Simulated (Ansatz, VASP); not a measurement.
Two plane-wave programs on Ti4C3

```xyz
7
Lattice="4.3102 0.0000 0.0000 0.0000 4.3102 0.0000 0.0000 0.0000 4.3102" Properties=species:S:1:pos:R:3 pbc="T T T"
Ti    2.1551    0.0000    0.0000
Ti    0.0000    2.1551    0.0000
Ti    0.0000    0.0000    2.1551
Ti    2.1551    2.1551    2.1551
C     0.0000    2.1551    2.1551
C     2.1551    0.0000    2.1551
C     2.1551    2.1551    0.0000
```

Change from the starting cell: ordered vacancies on the anion sites of rock salt (Pm-3m, No. 221).

Alike in both runs: functional PBE; k mesh 10 × 10 × 10; occupations gaussian, width 0.1 eV; no spin polarisation.

Ansatz relaxed the structure, and its values are those at the end. VASP's run is a single point on that final structure, the one shown.

|  | VASP | Ansatz |
| --- | --- | --- |
| version | VASP 6.6.1 | Ansatz 0.2.0 |
| potentials or method | VASP PAW PBE potentials, release 64 (Ti_sv, C), cutoff 520 eV | scalar-relativistic, plane waves, PAW |
| valence electrons in the cell | 60 | 60 |

```tsv
	VASP	Ansatz	Ansatz less VASP
gap on the k mesh at the Fermi level (eV)	none	none	-
pressure (GPa)	0.2	0.0	-0.18
```

A gap of «none» marks a metal or a gap that the smearing closes.
